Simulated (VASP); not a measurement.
# Pb (P6_3/mmc) in VASP: further runs

The runs below take Pb through single point, relaxation of cell and atoms, with LDA.

Everything below comes from runs of VASP 6.6.1. Logs are shortened: lines on timing, memory, paths and dates and some standing lists are left out, and cuts for length are marked.

### Step 1. The cell of the first run

It takes space group P6_3/mmc (No. 194, hexagonal). The conventional cell has a = 3.418 Å, b = 3.418 Å, c = 5.703 Å, α = 90.00°, β = 90.00°, γ = 120.00°. Pb (site symmetry -6m2) has 12 Pb at 3.42 to 3.47 Å within 4.5 Å.

This isn't the form of Pb at room conditions, which is fcc.

### Step 2. Single point, LDA

File INCAR:

```
SYSTEM = Pb
ALGO = Normal ; EDIFF = 1E-6
ENCUT = 520 ; ISIF = 2
ISMEAR = -1 ; LASPH = .True.
LCHARG = .False. ; LREAL = .False.
LWAVE = .False. ; NBANDS = 21
NELM = 100 ; PREC = Accurate
SIGMA = 0.05
```

File KPOINTS:

```
k-points
0
Gamma
  14 14 8
  0 0 0
```

File POSCAR:

```
Pb
1.0
    3.4176055487      0.0000000000      0.0000000000
   -1.7088027744      2.9597332253      0.0000000000
    0.0000000000      0.0000000000      5.7026076494
Pb
2
Direct
    0.3333333333      0.6666666667      0.2500000000
    0.6666666667      0.3333333333      0.7500000000
```

Potentials or basis: VASP PAW LDA potentials, release 64 (Pb_d).

Run with:

```bash
$ cat potpaw_LDA.64/Pb_d/POTCAR > POTCAR
$ mpirun -np 1 vasp_std > vasp.out
```

OUTCAR:

```text
SYSTEM = Pb
   EDIFF = 1E-6
   ENCUT = 520
   ISIF = 2
   ISMEAR = -1
   LASPH = .True.
   LREAL = .False.
   NELM = 100
   PREC = Accurate

 ion  position               nearest neighbor table
   1  0.333  0.667  0.250-   2 3.47   2 3.47   2 3.47   2 3.47   2 3.47   2 3.47
   2  0.667  0.333  0.750-   1 3.47   1 3.47   1 3.47   1 3.47   1 3.47   1 3.47

  LATTYP: Found a hexagonal cell.
 ALAT       =     3.4176055487
 C/A-ratio  =     1.6685973756

  Lattice vectors:

 A1 = (   3.4176055487,   0.0000000000,   0.0000000000)
 A2 = (  -1.7088027744,   2.9597332253,   0.0000000000)
 A3 = (   0.0000000000,   0.0000000000,   5.7026076494)

Analysis of symmetry for initial positions (statically):
=====================================================================
 Subroutine PRICEL returns:
 Original cell was already a primitive cell.

 Routine SETGRP: Setting up the symmetry group for a
 hexagonal supercell.

 Subroutine GETGRP returns: Found 24 space group operations
 (whereof 12 operations were pure point group operations)
 out of a pool of 24 trial point group operations.

The static configuration has the point symmetry D_3d.
 The point group associated with its full space group is D_6h.

Analysis of symmetry for dynamics (positions and initial velocities):
=====================================================================
 Subroutine PRICEL returns:
 Original cell was already a primitive cell.

 Routine SETGRP: Setting up the symmetry group for a
 hexagonal supercell.

 Subroutine GETGRP returns: Found 24 space group operations
 (whereof 12 operations were pure point group operations)
 out of a pool of 24 trial point group operations.

The dynamic configuration has the point symmetry D_3d.
 The point group associated with its full space group is D_6h.

 Subroutine INISYM returns: Found 24 space group operations
 (whereof 12 operations are pure point group operations),
 and found     1 'primitive' translations

----------------------------------------------------------------------------------------

                                     Primitive cell

  volume of cell :      57.6830

  direct lattice vectors                    reciprocal lattice vectors
     3.417605549  0.000000000  0.000000000     0.292602521  0.168934144  0.000000000
    -1.708802774  2.959733225  0.000000000     0.000000000  0.337868289  0.000000000
     0.000000000  0.000000000  5.702607649     0.000000000  0.000000000  0.175358373

  length of vectors
     3.417605549  3.417605549  5.702607649     0.337868289  0.337868289  0.175358373

  position of ions in fractional coordinates (direct lattice)
     0.333333333  0.666666667  0.250000000
     0.666666667  0.333333333  0.750000000

  ion indices of the primitive-cell ions
   primitive index   ion index
                 1           1
                 2           2

----------------------------------------------------------------------------------------

 KPOINTS: k-points

Automatic generation of k-mesh.
 Grid dimensions read from file:
 generate k-points for:   14   14    8

 Generating k-lattice:

  Cartesian coordinates                     Fractional coordinates (reciprocal lattice)
     0.020900180  0.012066725  0.000000000     0.071428571  0.000000000  0.000000000
     0.000000000  0.024133449  0.000000000     0.000000000  0.071428571  0.000000000
     0.000000000  0.000000000  0.021919797     0.000000000  0.000000000  0.125000000

  Length of vectors
     0.024133449  0.024133449  0.021919797

  Shift w.r.t. Gamma in fractional coordinates (k-lattice)
     0.000000000  0.000000000  0.000000000

 Subroutine IBZKPT returns following result:
 ===========================================

 Found    120 irreducible k-points:

 Following reciprocal coordinates:
            Coordinates               Weight
  0.000000  0.000000  0.000000      1.000000
  0.071429  0.000000  0.000000      6.000000
  0.142857  0.000000  0.000000      6.000000
  0.214286  0.000000  0.000000      6.000000
  0.285714 -0.000000  0.000000      6.000000
  0.357143  0.000000  0.000000      6.000000
[... 16 lines left out ...]
  0.285714  0.285714  0.000000      6.000000
  0.357143  0.285714  0.000000      6.000000
 [... further k-points ...]
   k-points           NKPTS =    120   k-points in BZ     NKDIM =    120   number of bands    NBANDS=     21
   number of dos      NEDOS =    301   number of ions     NIONS =      2
   total plane-waves  NPLWV =  32928
   dimension x,y,z NGX =    28 NGY =   28 NGZ =   42
   dimension x,y,z NGXF=    56 NGYF=   56 NGZF=   84
   ions per type =               2
   NGX,Y,Z   is equivalent  to a cutoff of  13.62, 13.62, 12.24 a.u.
   NGXF,Y,Z  is equivalent  to a cutoff of  27.24, 27.24, 24.49 a.u.
 SYSTEM =  Pb
   PREC   = accura    normal or accurate (medium, high low for compatibility)
   ISTART =      0    job   : 0-new  1-cont  2-samecut
   ICHARG =      2    charge: 1-file 2-atom 10-const
   ISPIN  =      1    spin polarized calculation?
   LNONCOLLINEAR =      F non collinear calculations
   LSORBIT =      F    spin-orbit coupling
   LASPH  =      T    aspherical Exc in radial PAW
   ENCUT  =  520.0 eV  38.22 Ry    6.18 a.u.   6.35  6.35 10.60*2*pi/ulx,y,z
   NELM   =    100;   NELMIN=  2; NELMDL= -5     # of ELM steps
   EDIFF  = 0.1E-05   stopping-criterion for ELM
   LREAL  =      F    real-space projection
   EDIFFG = 0.1E-04   stopping-criterion for IOM
   NSW    =      0    number of steps for IOM
   IBRION =     -1    ionic relax: 0-MD 1-quasi-New 2-CG
   NFREE  =      0    steps in history (QN), initial steepest desc. (CG)
   ISIF   =      2    stress and relaxation
   ISYM   =      2    0-nonsym 1-usesym 2-fastsym
   POTIM  = 0.5000    time-step for ionic-motion
   TEBEG  =    0.0;   TEEND  =   0.0 temperature during run
   PSTRESS=    0.0 pullay stress
   NELECT =      28.0000    total number of electrons
   NUPDOWN=      -1.0000    fix difference up-down
   EMIN   =  10.00;   EMAX   =-10.00  energy-range for DOS
   EFERMI =   0.00;   METHOD = LEGACY
   ISMEAR =    -1;   SIGMA  =   0.05  broadening in eV -4-tet -1-fermi 0-gaus
   EFERMI_NEDOS =   21; number of points for ismear=-14 and -15
   IALGO  =     38    algorithm
   IMIX   =      4    mixing-type and parameters
     AMIX     =   0.40;   BMIX     =  1.00
     AMIX_MAG =   1.60;   BMIX_MAG =  1.00
  volume/ion in A,a.u.               =      28.84       194.63
  Fermi-wavevector in a.u.,A,eV,Ry     =   1.286604  2.431329 22.522396  1.655349
  Thomas-Fermi vector in A             =   2.418668
   LORBIT       =      0    0 simple, 1 ext, 2 COOP (PROOUT), +10 PAW based schemes
   GGA     = CA    functional components
   LHFCALC =     F    Hartree Fock is set to
   AEXX    =    0.0000 exact exchange contribution
   IVDW    =     0    specifies the selected vdW correction
   LEPSILON=     F    determine dielectric tensor
   LRPA    =     F    only Hartree local field effects (RPA)
 non-spin polarized calculation
  energy-cutoff  :      520.00
  volume of cell :       57.68
 maximum number of plane-waves:      1574
 NGX is ok and might be reduce to    28
   NGX = 13   NGY = 13   NGZ = 21

 number of electron      28.0000004 magnetization

 Free energy of the ion-electron system (eV)
  ---------------------------------------------------
  ext. energy  EPLUGINS =         0.00000000
  ---------------------------------------------------
  free energy    TOTEN  =        -8.49312700 eV

  energy without entropy =       -8.48428881  energy(sigma->0) =       -8.48870791

 E-fermi :   7.5620     XC(G=0): -10.6984

 val. band max:        7.5609581952   @ k =   0.3571   0.2143   0.0000
 cond. band min:       7.5658173852   @ k =   0.3571   0.2857   0.2500
 fundamental gap:      0.0048591900
 Fermi energy:         7.5620262074

 k-point     1 :       0.0000    0.0000    0.0000
  band No.  band energies     occupation
      1      -9.5205      2.00000
      2      -9.4894      2.00000
      3      -9.4573      2.00000
      4      -9.4573      2.00000
      5      -9.4341      2.00000
      6      -9.4341      2.00000
[... 13 lines left out ...]
     20      16.9805      0.00000
     21      19.3565      0.00000

 k-point     2 :       0.0714    0.0000    0.0000
  band No.  band energies     occupation
      1      -9.5149      2.00000
      2      -9.4901      2.00000
      3      -9.4497      2.00000
      4      -9.4423      2.00000
      5      -9.4323      2.00000
      6      -9.4197      2.00000
[... 13 lines left out ...]
     20      17.5684      0.00000
     21      18.7865      0.00000

 k-point     3 :       0.1429    0.0000    0.0000
  band No.  band energies     occupation
      1      -9.5278      2.00000
      2      -9.4712      2.00000
      3      -9.4449      2.00000
      4      -9.4038      2.00000
      5      -9.4001      2.00000
      6      -9.3789      2.00000
[... 13 lines left out ...]
     20      17.7917      0.00000
     21      18.3922      0.00000

 k-point     4 :       0.2143    0.0000    0.0000
  band No.  band energies     occupation
      1      -9.5601      2.00000
      2      -9.4620      2.00000
      3      -9.4258      2.00000
      4      -9.4128      2.00000
      5      -9.3882      2.00000
      6      -9.3459      2.00000
[... 13 lines left out ...]
     20      17.2174      0.00000
     21      18.2926      0.00000

 k-point     5 :       0.2857   -0.0000    0.0000
  band No.  band energies     occupation
      1      -9.5958      2.00000
      2      -9.4786      2.00000
      3      -9.4543      2.00000
      4      -9.4086      2.00000
      5      -9.3824      2.00000
      6      -9.2852      2.00000
[... 13 lines left out ...]
     20      16.8310      0.00000
     21      18.4376      0.00000
[... 382 lines left out ...]
     20      18.6602      0.00000
     21      20.2462      0.00000

 k-point    22 :       0.3571    0.2143    0.0000
  band No.  band energies     occupation
      1      -9.5495      2.00000
      2      -9.5179      2.00000
      3      -9.4183      2.00000
      4      -9.4107      2.00000
      5      -9.3525      2.00000
      6      -9.3203      2.00000
[... 13 lines left out ...]
     20      18.5364      0.00000
     21      21.1597      0.00000

 k-point    23 :       0.2857    0.2857    0.0000
  band No.  band energies     occupation
      1      -9.5519      2.00000
      2      -9.4401      2.00000
      3      -9.4390      2.00000
      4      -9.4119      2.00000
      5      -9.3564      2.00000
      6      -9.3035      2.00000
[... 13 lines left out ...]
     20      20.6182      0.00000
     21      20.7429      0.00000

 k-point    24 :       0.3571    0.2857    0.0000
  band No.  band energies     occupation
      1      -9.5589      2.00000
      2      -9.4398      2.00000
      3      -9.3991      2.00000
      4      -9.3898      2.00000
      5      -9.3721      2.00000
      6      -9.3230      2.00000
[... 13 lines left out ...]
     20      20.6131      0.00000
     21      22.0601      0.00000

 [... further k-points ...]

------------------------ aborting loop because EDIFF is reached ----------------------------------------

  FORCE on cell =-STRESS in cart. coord.  units (eV):
  Direction    XX          YY          ZZ          XY          YZ          ZX
  --------------------------------------------------------------------------------------
  -------------------------------------------------------------------------------------
  Total        0.0074777      0.0074777      0.0321764     -0.0000000      0.0000000      0.0000000
  in kB        0.2076958      0.2076958      0.8937157     -0.0000000      0.0000000      0.0000000
  external PRESSURE =       0.4363691 kB  Pullay stress =       0.0000000 kB

 VOLUME and BASIS-vectors are now :
 -----------------------------------------------------------------------------
  energy-cutoff  :      520.00
  volume of cell :       57.68
      direct lattice vectors                 reciprocal lattice vectors
     3.417605549  0.000000000  0.000000000     0.292602521  0.168934144  0.000000000
    -1.708802774  2.959733225  0.000000000     0.000000000  0.337868289  0.000000000
     0.000000000  0.000000000  5.702607649     0.000000000  0.000000000  0.175358373

 POSITION                                       TOTAL-FORCE (eV/Angst)
 -----------------------------------------------------------------------------------
     -0.00000      1.97316      1.42565         0.000000      0.000000      0.000000
      1.70880      0.98658      4.27696        -0.000000     -0.000000      0.000000
 -----------------------------------------------------------------------------------
    total drift:                                0.000000     -0.000000      0.000000

  FREE ENERGIE OF THE ION-ELECTRON SYSTEM (eV)
  ---------------------------------------------------
  free  energy   TOTEN  =        -8.4931269961 eV

  energy  without entropy=       -8.4842888143  energy(sigma->0) =       -8.48870791
```

It took 61 s on 1 thread of Intel Xeon 6975P-C (Granite Rapids), shared host; peak memory 0.23 GiB.

Results:

| Item | Value |
| --- | --- |
| Free energy | -8.4931 eV |
| Pressure | 0.0 GPa |
| Band gap on the k mesh | zero (bands 14 and 15 overlap by 7.91 eV) |

Caveat: spin-orbit coupling is left out, which moves the levels of the heavy elements.

### Step 3. Relaxation of cell and atoms, LDA

This run uses another cell than the first one, of 29.31 Å³/atom.

File INCAR:

```
SYSTEM = Pb
  PREC = Accurate
  ENCUT = 600
  EDIFF = 1E-6
  ISMEAR = -1
  SIGMA = 0.05
  LREAL = .False.
  LASPH = .True.
  NELM = 80
  ALGO = Normal
  ISIF = 3
  LWAVE = .False.
  LCHARG = .False.
  IBRION = 2
  NSW = 100
  EDIFFG = -0.002
```

File KPOINTS:

```
Automatic mesh
0
Gamma
  14 14 8
  0 0 0
```

File POSCAR:

```
Pb
1.0
    3.4800000000      0.0000000000      0.0000000000
   -1.7400000000      3.0137684052      0.0000000000
    0.0000000000      0.0000000000      5.5900000000
Pb
2
Direct
    0.3333333333      0.6666666667      0.2500000000
    0.6666666667      0.3333333333      0.7500000000
```

Potentials or basis: VASP PAW LDA potentials, release 64 (Pb_d).

Run with:

```bash
$ cat potpaw_LDA.64/Pb_d/POTCAR > POTCAR
$ mpirun -np 1 vasp_std > vasp.out
```

Run time: 13 min. Hardware: 1 thread of Intel Xeon 6975P-C (Granite Rapids), shared host; peak memory 0.28 GiB.

Results (log left out):

- Free energy: -8.4934 eV
- Relaxed volume: 28.89 Å³/atom
- Relaxed cell: a = 3.419 Å, b = 3.419 Å, c = 5.709 Å, α = 90.00°, β = 90.00°, γ = 120.00°
- Space group after relaxing (to 0.1 Å): P6_3/mmc (No. 194)
- Energy gained by relaxing: 5.3 meV/atom
- Ionic steps: 37
- Pressure after relaxing: 0.0 GPa
- Band gap on the k mesh: zero (bands 14 and 15 overlap by 7.91 eV)

Step by step:
```tsv
step	energy change (eV)	largest force (eV/Å)	pressure (GPa)	volume (Å³)
1	0.0000	0.0000	-0.55	58.63
2	-0.0071	0.0000	0.12	57.77
3	-0.0084	0.0000	0.55	57.26
4	-0.0107	0.0000	0.02	57.79
5	-0.0107	0.0000	0.03	57.77
6	-0.0107	0.0000	0.03	57.76
7	-0.0107	0.0000	0.04	57.75
8	-0.0107	0.0000	0.02	57.80
9	-0.0107	0.0000	0.04	57.80
10	-0.0107	0.0000	0.01	57.80
11	-0.0107	0.0000	0.00	57.80
12	-0.0107	0.0000	-0.01	57.80
13	-0.0107	0.0000	0.02	57.78
14	-0.0107	0.0000	0.02	57.78
15	-0.0107	0.0000	0.01	57.78
16	-0.0107	0.0000	0.02	57.78
17	-0.0107	0.0000	0.03	57.78
18	-0.0107	0.0000	0.04	57.78
19	-0.0107	0.0000	0.03	57.78
20	-0.0107	0.0000	0.02	57.84
21	-0.0107	0.0000	-0.10	57.93
22	-0.0107	0.0000	-0.04	57.85
23	-0.0107	0.0000	-0.04	57.84
24	-0.0107	0.0000	-0.02	57.84
25	-0.0107	0.0000	-0.04	57.84
26	-0.0107	0.0000	-0.02	57.78
27	-0.0107	0.0000	0.04	57.71
28	-0.0107	0.0000	0.09	57.75
29	-0.0107	0.0000	0.06	57.78
30	-0.0107	0.0000	0.03	57.78
31	-0.0107	0.0000	0.03	57.82
32	-0.0107	0.0000	-0.12	57.94
33	-0.0107	0.0000	-0.09	57.84
34	-0.0107	0.0000	-0.03	57.83
35	-0.0107	0.0000	-0.04	57.82
36	-0.0107	0.0000	-0.03	57.82
37	-0.0107	0.0000	-0.01	57.78
```

Final structure:
```
CELL_PARAMETERS angstrom
3.41865 0.00000 0.00000
-1.70933 2.96064 0.00000
0.00000 0.00000 5.70916
ATOMIC_POSITIONS crystal
Pb 0.33333 0.66667 0.25000
Pb 0.66667 0.33333 0.75000
```

Levels at points of the mesh, in eV from the Fermi level:
| k point | band 12 | band 13 | band 14 | band 15 | band 16 | band 17 |
| --- | --- | --- | --- | --- | --- | --- |
| (0.00, 0.00, 0.00) | -8.38 | -4.46 | 6.07 | 6.07 | 7.44 | 7.88 |
| (0.50, 0.00, 0.00) | -7.11 | -3.09 | -1.73 | -0.53 | 1.78 | 2.27 |
| (0.00, 0.00, 0.50) | -10.87 | 0.57 | 0.57 | 6.92 | 6.92 | 6.92 |
| (0.50, 0.00, 0.50) | -7.51 | -3.88 | -3.88 | 3.53 | 3.53 | 3.64 |

Caveat: spin-orbit coupling is left out, which moves the levels of the heavy elements.
